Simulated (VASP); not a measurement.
# TiCo (Pm-3m) in VASP: further runs

TiCo is run at these levels: LDA, RPBE, BLYP+D4; tasks: relaxation of cell and atoms, single point.

All numbers are computed with VASP 6.6.1; they aren't measurements. Logs are shortened: lines on timing, memory, paths and dates and some standing lists are left out, and cuts for length are marked.

## 1. The cell of the first run

The structure is cubic, space group Pm-3m (No. 221). Conventional cell: a = 2.986 Å, b = 2.986 Å, c = 2.986 Å, α = 90.00°, β = 90.00°, γ = 90.00°. Co (site symmetry m-3m) has 8 Ti at 2.59 Å and 6 Co at 2.99 Å within 3.4 Å. Within 3.4 Å of Ti (site symmetry m-3m) lie 8 Co at 2.59 Å and 6 Ti at 2.99 Å.

## 2. Relaxation of cell and atoms, LDA, collinear spin, ferromagnetic start

INCAR

```
SYSTEM = TiCo
PREC = Accurate
ENCUT = 600
EDIFF = 1E-7
ISMEAR = -1
SIGMA = 0.05
LREAL = .False.
LASPH = .True.
NELM = 150
ALGO = Normal
ISIF = 3
LWAVE = .False.
LCHARG = .False.
ISPIN = 2
MAGMOM = 2 1
LORBIT = 11
LMAXMIX = 4
IBRION = 2
NSW = 60
EDIFFG = -0.01
```

KPOINTS

```
Automatic mesh
0
Gamma
  9 9 9
  0 0 0
```

POSCAR

```
TiCo
1.0
    2.9861109900      0.0000000000      0.0000000000
    0.0000000000      2.9861109900      0.0000000000
    0.0000000000      0.0000000000      2.9861109900
Co Ti
1 1
Direct
    0.5000000000      0.5000000000      0.5000000000
    0.0000000000      0.0000000000      0.0000000000
```

Potentials or basis: VASP PAW LDA potentials, release 64 (Co, Ti_sv).

On the command line:

```
$ cat potpaw_LDA.64/Co/POTCAR potpaw_LDA.64/Ti_sv/POTCAR > POTCAR
$ mpirun -np 1 vasp_std > vasp.out
```

OUTCAR:

```text
SYSTEM = TiCo
   PREC = Accurate
   ENCUT = 600
   EDIFF = 1E-7
   ISMEAR = -1
   LREAL = .False.
   LASPH = .True.
   NELM = 150
   ISIF = 3
   ISPIN = 2
   LORBIT = 11
   IBRION = 2
   NSW = 60
   EDIFFG = -0.01

 ion  position               nearest neighbor table
   1  0.500  0.500  0.500-   2 2.59   2 2.59   2 2.59   2 2.59   2 2.59   2 2.59   2 2.59   2 2.59

   2  0.000  0.000  0.000-   1 2.59   1 2.59   1 2.59   1 2.59   1 2.59   1 2.59   1 2.59   1 2.59

  LATTYP: Found a simple cubic cell.
 ALAT       =     2.9861109900

  Lattice vectors:

 A1 = (   2.9861109900,   0.0000000000,   0.0000000000)
 A2 = (   0.0000000000,   2.9861109900,   0.0000000000)
 A3 = (   0.0000000000,   0.0000000000,   2.9861109900)

Analysis of symmetry for initial positions (statically):
=====================================================================
 Subroutine PRICEL returns:
 Original cell was already a primitive cell.

 Routine SETGRP: Setting up the symmetry group for a
 simple cubic supercell.

 Subroutine GETGRP returns: Found 48 space group operations
 (whereof 48 operations were pure point group operations)
 out of a pool of 48 trial point group operations.

The static configuration has the point symmetry O_h .

Analysis of symmetry for dynamics (positions and initial velocities):
=====================================================================
 Subroutine PRICEL returns:
 Original cell was already a primitive cell.

 Routine SETGRP: Setting up the symmetry group for a
 simple cubic supercell.

 Subroutine GETGRP returns: Found 48 space group operations
 (whereof 48 operations were pure point group operations)
 out of a pool of 48 trial point group operations.

The dynamic configuration has the point symmetry O_h .

Analysis of structural, dynamic, and magnetic symmetry:
=====================================================================
 Subroutine PRICEL returns:
 Original cell was already a primitive cell.

 Routine SETGRP: Setting up the symmetry group for a
 simple cubic supercell.

 Subroutine GETGRP returns: Found 48 space group operations
 (whereof 48 operations were pure point group operations)
 out of a pool of 48 trial point group operations.

The overall configuration has the point symmetry O_h .

 Subroutine INISYM returns: Found 48 space group operations
 (whereof 48 operations are pure point group operations),
 and found     1 'primitive' translations

----------------------------------------------------------------------------------------

                                     Primitive cell

  volume of cell :      26.6267

  direct lattice vectors                    reciprocal lattice vectors
     2.986110990  0.000000000  0.000000000     0.334883735  0.000000000  0.000000000
     0.000000000  2.986110990  0.000000000     0.000000000  0.334883735  0.000000000
     0.000000000  0.000000000  2.986110990     0.000000000  0.000000000  0.334883735

  length of vectors
     2.986110990  2.986110990  2.986110990     0.334883735  0.334883735  0.334883735

  position of ions in fractional coordinates (direct lattice)
     0.500000000  0.500000000  0.500000000
     0.000000000  0.000000000  0.000000000

  ion indices of the primitive-cell ions
   primitive index   ion index
                 1           1
                 2           2

----------------------------------------------------------------------------------------

 KPOINTS: Automatic mesh

Automatic generation of k-mesh.
 Grid dimensions read from file:
 generate k-points for:    9    9    9

 Generating k-lattice:

  Cartesian coordinates                     Fractional coordinates (reciprocal lattice)
     0.037209304  0.000000000  0.000000000     0.111111111  0.000000000  0.000000000
     0.000000000  0.037209304  0.000000000     0.000000000  0.111111111  0.000000000
     0.000000000  0.000000000  0.037209304     0.000000000  0.000000000  0.111111111

  Length of vectors
     0.037209304  0.037209304  0.037209304

  Shift w.r.t. Gamma in fractional coordinates (k-lattice)
     0.000000000  0.000000000  0.000000000

 Subroutine IBZKPT returns following result:
 ===========================================

 Found     35 irreducible k-points:

 Following reciprocal coordinates:
            Coordinates               Weight
  0.000000  0.000000  0.000000      1.000000
  0.111111  0.000000  0.000000      6.000000
  0.222222  0.000000  0.000000      6.000000
  0.333333  0.000000  0.000000      6.000000
  0.444444  0.000000  0.000000      6.000000
  0.111111  0.111111  0.000000     12.000000
[... 16 lines left out ...]
  0.333333  0.333333  0.111111     24.000000
  0.444444  0.333333  0.111111     48.000000
 [... further k-points ...]
   k-points           NKPTS =     35   k-points in BZ     NKDIM =     35   number of bands    NBANDS=     16
   number of dos      NEDOS =    301   number of ions     NIONS =      2
   total plane-waves  NPLWV =  13824
   dimension x,y,z NGX =    24 NGY =   24 NGZ =   24
   dimension x,y,z NGXF=    48 NGYF=   48 NGZF=   48
   ions per type =               1   1
   NGX,Y,Z   is equivalent  to a cutoff of  13.36, 13.36, 13.36 a.u.
   NGXF,Y,Z  is equivalent  to a cutoff of  26.72, 26.72, 26.72 a.u.
 SYSTEM =  TiCo
   PREC   = accura    normal or accurate (medium, high low for compatibility)
   ISTART =      0    job   : 0-new  1-cont  2-samecut
   ICHARG =      2    charge: 1-file 2-atom 10-const
   ISPIN  =      2    spin polarized calculation?
   LNONCOLLINEAR =      F non collinear calculations
   LSORBIT =      F    spin-orbit coupling
   LASPH  =      T    aspherical Exc in radial PAW
   ENCUT  =  600.0 eV  44.10 Ry    6.64 a.u.   5.96  5.96  5.96*2*pi/ulx,y,z
   NELM   =    150;   NELMIN=  2; NELMDL= -5     # of ELM steps
   EDIFF  = 0.1E-06   stopping-criterion for ELM
   LREAL  =      F    real-space projection
   EDIFFG = -.1E-01   stopping-criterion for IOM
   NSW    =     60    number of steps for IOM
   IBRION =      2    ionic relax: 0-MD 1-quasi-New 2-CG
   NFREE  =      1    steps in history (QN), initial steepest desc. (CG)
   ISIF   =      3    stress and relaxation
   ISYM   =      2    0-nonsym 1-usesym 2-fastsym
   POTIM  = 0.5000    time-step for ionic-motion
   TEBEG  =    0.0;   TEEND  =   0.0 temperature during run
   PSTRESS=    0.0 pullay stress
   NELECT =      21.0000    total number of electrons
   NUPDOWN=      -1.0000    fix difference up-down
   EMIN   =  10.00;   EMAX   =-10.00  energy-range for DOS
   EFERMI =   0.00;   METHOD = LEGACY
   ISMEAR =    -1;   SIGMA  =   0.05  broadening in eV -4-tet -1-fermi 0-gaus
   EFERMI_NEDOS =   21; number of points for ismear=-14 and -15
   IALGO  =     38    algorithm
   IMIX   =      4    mixing-type and parameters
     AMIX     =   0.40;   BMIX     =  1.00
     AMIX_MAG =   1.60;   BMIX_MAG =  1.00
  volume/ion in A,a.u.               =      13.31        89.84
  Fermi-wavevector in a.u.,A,eV,Ry     =   1.512546  2.858298 31.127355  2.287796
  Thomas-Fermi vector in A             =   2.622456
   LORBIT       =     11    0 simple, 1 ext, 2 COOP (PROOUT), +10 PAW based schemes
   GGA     = CA    functional components
   LHFCALC =     F    Hartree Fock is set to
   AEXX    =    0.0000 exact exchange contribution
   IVDW    =     0    specifies the selected vdW correction
   LEPSILON=     F    determine dielectric tensor
   LRPA    =     F    only Hartree local field effects (RPA)
 conjugate gradient relaxation of ions
 spin polarized calculation
  energy-cutoff  :      600.00
  volume of cell :       26.63
 maximum number of plane-waves:       905
 NGX is ok and might be reduce to    24
   NGX = 11   NGY = 11   NGZ = 11

--------------------------------------- Ionic step        1  -------------------------------------------

 number of electron      20.9999983 magnetization       0.4394067

 Free energy of the ion-electron system (eV)
  ---------------------------------------------------
  ext. energy  EPLUGINS =         0.00000000
  ---------------------------------------------------
  free energy    TOTEN  =       -17.49541430 eV

  energy without entropy =      -17.47622293  energy(sigma->0) =      -17.48581861

 E-fermi :   9.6291     XC(G=0): -12.8851

 val. band max:        9.6120784823   @ k =   0.3333   0.3333   0.3333
 cond. band min:       9.6604083749   @ k =   0.4444   0.2222   0.0000
 fundamental gap:      0.0483298926
 Fermi energy:         9.6291335367

 spin component 1

 k-point     1 :       0.0000    0.0000    0.0000
  band No.  band energies     occupation
      1     -46.8526      1.00000
      2     -23.3253      1.00000
      3     -23.3253      1.00000
      4     -23.3253      1.00000
      5       2.0303      1.00000
      6       5.7388      1.00000
[... 8 lines left out ...]
     15      12.3165      0.00000
     16      18.5827      0.00000

 k-point     2 :       0.1111    0.0000    0.0000
  band No.  band energies     occupation
      1     -46.8486      1.00000
      2     -23.3621      1.00000
      3     -23.3227      1.00000
      4     -23.3227      1.00000
      5       2.2741      1.00000
      6       5.8431      1.00000
[... 8 lines left out ...]
     15      12.2644      0.00000
     16      17.4990      0.00000
[... 965 lines left out ...]
 VOLUME and BASIS-vectors are now :
 -----------------------------------------------------------------------------
  energy-cutoff  :      600.00
  volume of cell :       24.47
      direct lattice vectors                 reciprocal lattice vectors
     2.903376520 -0.000000000  0.000000000     0.344426564 -0.000000000  0.000000000
     0.000000000  2.903376520  0.000000000     0.000000000  0.344426564  0.000000000
    -0.000000000 -0.000000000  2.903376520    -0.000000000 -0.000000000  0.344426564

 POSITION                                       TOTAL-FORCE (eV/Angst)
 -----------------------------------------------------------------------------------
      1.45169      1.45169      1.45169         0.000000     -0.000000      0.000000
      0.00000      0.00000      0.00000        -0.000000      0.000000      0.000000
 -----------------------------------------------------------------------------------
    total drift:                                0.000000      0.000000     -0.000000

  FREE ENERGIE OF THE ION-ELECTRON SYSTEM (eV)
  ---------------------------------------------------
  free  energy   TOTEN  =       -17.6023887016 eV

  energy  without entropy=      -17.5750502176  energy(sigma->0) =      -17.58871946

--------------------------------------- Ionic step        4  -------------------------------------------

 number of electron      21.0000013 magnetization      -0.0009946

 Free energy of the ion-electron system (eV)
  ---------------------------------------------------
  ext. energy  EPLUGINS =         0.00000000
  ---------------------------------------------------
  free energy    TOTEN  =       -17.60255116 eV

  energy without entropy =      -17.57532233  energy(sigma->0) =      -17.58893674

 E-fermi :  10.7929     XC(G=0): -13.3602

 val. band max:       10.7881820445   @ k =   0.4444   0.3333   0.1111
 cond. band min:      10.8093027686   @ k =   0.4444   0.3333   0.3333
 fundamental gap:      0.0211207241
 Fermi energy:        10.7928687567

 spin component 1

 k-point     1 :       0.0000    0.0000    0.0000
  band No.  band energies     occupation
      1     -45.5333      1.00000
      2     -21.9745      1.00000
      3     -21.9745      1.00000
      4     -21.9745      1.00000
      5       2.8797      1.00000
      6       6.5742      1.00000
[... 8 lines left out ...]
     15      13.8509      0.00000
     16      20.4575      0.00000

 k-point     2 :       0.1111    0.0000    0.0000
  band No.  band energies     occupation
      1     -45.5276      1.00000
      2     -22.0247      1.00000
      3     -21.9710      1.00000
      4     -21.9710      1.00000
      5       3.1441      1.00000
      6       6.6944      1.00000
[... 8 lines left out ...]
     15      13.7875      0.00000
     16      19.3593      0.00000
[... 891 lines left out ...]
 VOLUME and BASIS-vectors are now :
 -----------------------------------------------------------------------------
  energy-cutoff  :      600.00
  volume of cell :       24.40
      direct lattice vectors                 reciprocal lattice vectors
     2.900492820 -0.000000000  0.000000000     0.344768997 -0.000000000  0.000000000
     0.000000000  2.900492820  0.000000000     0.000000000  0.344768997  0.000000000
    -0.000000000 -0.000000000  2.900492820    -0.000000000 -0.000000000  0.344768997

 POSITION                                       TOTAL-FORCE (eV/Angst)
 -----------------------------------------------------------------------------------
      1.45025      1.45025      1.45025         0.000000     -0.000000      0.000000
      0.00000      0.00000      0.00000        -0.000000      0.000000      0.000000
 -----------------------------------------------------------------------------------
    total drift:                                0.000000      0.000000     -0.000000

  FREE ENERGIE OF THE ION-ELECTRON SYSTEM (eV)
  ---------------------------------------------------
  free  energy   TOTEN  =       -17.6025511575 eV

  energy  without entropy=      -17.5753223272  energy(sigma->0) =      -17.58893674

 reached required accuracy - stopping structural energy minimisation

 total charge

# of ion       s       p       d       tot
------------------------------------------
    1        0.559   0.491   7.421   8.471
    2        2.270   6.206   1.963  10.438
--------------------------------------------------
tot          2.829   6.697   9.384  18.909

 magnetization (x)

# of ion       s       p       d       tot
------------------------------------------
    1       -0.000  -0.000  -0.001  -0.001
    2       -0.000   0.000  -0.000  -0.000
--------------------------------------------------
tot         -0.000  -0.000  -0.001  -0.001
```

Run time: 2.4 min. Hardware: 1 thread of Intel Xeon 8259CL, shared host; peak memory 0.16 GiB.

Results:

- Free energy: -17.6026 eV
- Relaxed volume: 12.20 Å³/atom
- Relaxed cell: a = 2.900 Å, b = 2.900 Å, c = 2.900 Å, α = 90.00°, β = 90.00°, γ = 90.00°
- Space group after relaxing (to 0.1 Å): Pm-3m (No. 221)
- Energy gained by relaxing: 53.6 meV/atom
- Ionic steps: 4
- Pressure after relaxing: -0.1 GPa
- Net moment: 0.00 μB per cell
- Valence electrons inside the program's atomic spheres: Co 8.47; Ti 10.44

Step by step:
```
step  energy change (eV)  largest force (eV/Å)  pressure (GPa)  volume (Å³)
   1              0.0000                0.0000          -14.90        26.63
   2              0.0546                0.0000           25.01        22.14
   3             -0.1070                0.0000           -0.70        24.47
   4             -0.1071                0.0000           -0.07        24.40
```

Final structure:
```yaml
crystal:
  lattice:
    - [2.90049, 0.00000, 0.00000]
    - [0.00000, 2.90049, 0.00000]
    - [0.00000, 0.00000, 2.90049]
  atoms:
    - { symbol: Co, position: [0.50000, 0.50000, 0.50000] }
    - { symbol: Ti, position: [0.00000, 0.00000, 0.00000] }
```

Levels at points of the mesh, in eV from the Fermi level:
Spin up:
```
           k point  band 7  band 8  band 9  band 10  band 11  band 12  band 13  band 14
(0.00, 0.00, 0.00)   -4.22   -1.60   -1.60    -1.60     0.85     0.85     3.06     3.06
```
Spin down:
| k point | band 7 | band 8 | band 9 | band 10 | band 11 | band 12 | band 13 | band 14 |
| --- | --- | --- | --- | --- | --- | --- | --- | --- |
| (0.00, 0.00, 0.00) | -4.22 | -1.60 | -1.60 | -1.60 | 0.85 | 0.85 | 3.06 | 3.06 |

## 3. Relaxation of cell and atoms, RPBE, collinear spin, ferromagnetic start

INCAR, as its differences from that of step 2:

```diff
@@ -3,3 +3,3 @@
 ENCUT = 600
-EDIFF = 1E-7
+EDIFF = 1E-6
 ISMEAR = -1
@@ -17,2 +17,3 @@
 LMAXMIX = 4
+GGA = RP
 IBRION = 2
```

KPOINTS

```
regular mesh
0
Gamma
  9 9 9
  0 0 0
```

POSCAR is that of step 2.

Potentials or basis: VASP PAW PBE potentials, release 64 (Co, Ti_sv).

On the command line:

```
$ cat potpaw_PBE.64/Co/POTCAR potpaw_PBE.64/Ti_sv/POTCAR > POTCAR
$ mpirun -np 1 vasp_std > vasp.out
```

It took 1.7 min on 1 thread of Intel Xeon 8259CL, shared host; peak memory 0.17 GiB.

It converged, with:

- Free energy: -14.7297 eV
- Relaxed volume: 13.61 Å³/atom
- Relaxed cell: a = 3.008 Å, b = 3.008 Å, c = 3.008 Å, α = 90.00°, β = 90.00°, γ = 90.00°
- Space group after relaxing (to 0.1 Å): Pm-3m (No. 221)
- Energy gained by relaxing: 3.2 meV/atom
- Ionic steps: 3
- Pressure after relaxing: 0.1 GPa
- Net moment: 0.85 μB per cell
- Site moments: Co +0.98; Ti -0.06 μB
- Valence electrons inside the program's atomic spheres: Co 8.25; Ti 10.25

The path:
| step | energy change (eV) | largest force (eV/Å) | pressure (GPa) | volume (Å³) |
| --- | --- | --- | --- | --- |
| 1 | 0.0000 | 0.0000 | 3.59 | 26.63 |
| 2 | -0.0012 | 0.0000 | -2.73 | 27.79 |
| 3 | -0.0065 | 0.0000 | 0.06 | 27.22 |

Final structure:
```yaml
crystal:
  lattice:
    - [3.00807, 0.00000, 0.00000]
    - [0.00000, 3.00807, 0.00000]
    - [0.00000, 0.00000, 3.00807]
  atoms:
    - { symbol: Co, position: [0.50000, 0.50000, 0.50000] }
    - { symbol: Ti, position: [0.00000, 0.00000, 0.00000] }
```

Levels at points of the mesh, in eV from the Fermi level:
Spin up:
| k point | band 7 | band 8 | band 9 | band 10 | band 11 | band 12 | band 13 | band 14 | band 15 | band 16 |
| --- | --- | --- | --- | --- | --- | --- | --- | --- | --- | --- |
| (0.00, 0.00, 0.00) | -4.10 | -1.88 | -1.88 | -1.88 | 0.45 | 0.45 | 2.59 | 2.59 | 2.59 | 8.78 |
Spin down:
```
           k point  band 8  band 9  band 10  band 11  band 12  band 13
(0.00, 0.00, 0.00)   -1.30   -1.30    -1.30     1.02     1.02     2.67
```

Caveat: the PAW data sets were made with another functional, which shifts forces and pressure a little.

## 4. Single point, BLYP+D4, collinear spin, ferromagnetic start

This run uses another cell than the first one, of 13.11 Å³/atom.

INCAR

```
AGGAC    = 1.0          
AGGAX    = 1.0          
ALDAC    = 0.0          
ALDAX    = 1.0          
ALGO     = Normal         # electronic algorithm
EDIFF    = 1E-6           # SCF threshold, eV
ENCUT    = 520            # plane-wave cutoff, eV
GGA      = B5             # functional
ISIF     = 2              # what is computed and relaxed
ISMEAR   = -1             # smearing method
ISPIN    = 2              # spin polarisation
IVDW     = 13             # dispersion correction
LASPH    = T              # aspherical terms in the spheres
LCHARG   = T              # write CHGCAR
LELF     = T              # ELF
LMAXMIX  = 4              # l up to which the mixer works
LORBIT   = 11             # projections on sites
LREAL    = F              # projectors in reciprocal space
LVHAR    = T            
LWAVE    = F              # write WAVECAR
MAGMOM   = 2 1            # initial moments
NBANDS   = 22             # bands
NELM     = 150            # most SCF steps
PREC     = Accurate       # precision mode
SIGMA    = 0.05           # smearing width, eV
VDW_A1   = 0.44488865   
VDW_A2   = 4.0933009    
VDW_S6   = 1.0          
VDW_S8   = 2.34076671
```

KPOINTS

```
k-points
0
Gamma
  9 9 9
```

POSCAR

```
TiCo
1.0
    2.9708097728      0.0000000000      0.0000000000
    0.0000000000      2.9708097728      0.0000000000
    0.0000000000      0.0000000000      2.9708097728
Co Ti
1 1
Direct
    0.5000000000      0.5000000000      0.5000000000
    0.0000000000      0.0000000000      0.0000000000
```

On the command line:

```
$ cat potpaw_PBE.64/Co/POTCAR potpaw_PBE.64/Ti_sv/POTCAR > POTCAR
$ mpirun -np 1 vasp_std > vasp.out
```

It took 97 s on 1 thread of Intel Xeon 8259CL, shared host; peak memory 0.17 GiB.

The run converged. Its results:

```
Free energy                                           : -14.8351 eV
Pressure                                              : -0.3 GPa
Net moment                                            : 0.70 μB per cell
Site moments                                          : Co +0.74; Ti -0.00 μB
Valence electrons inside the program's atomic spheres : Co 8.36; Ti 10.35
Dispersion energy per atom                            : -0.590 eV
```

Levels at points of the mesh, in eV from the Fermi level:
Spin up:
```
           k point  band 6  band 7  band 8  band 9  band 10  band 11  band 12  band 13  band 14  band 15
(0.00, 0.00, 0.00)   -4.14   -4.14   -1.86   -1.86    -1.86     0.50     0.50     2.58     2.58     2.58
```
Spin down:
```csv
k point,band 8,band 9,band 10,band 11,band 12,band 13
"(0.00, 0.00, 0.00)",-1.45,-1.45,-1.45,0.94,0.94,2.68
```

Caveat: the PAW data sets were made with another functional, which shifts forces and pressure a little.
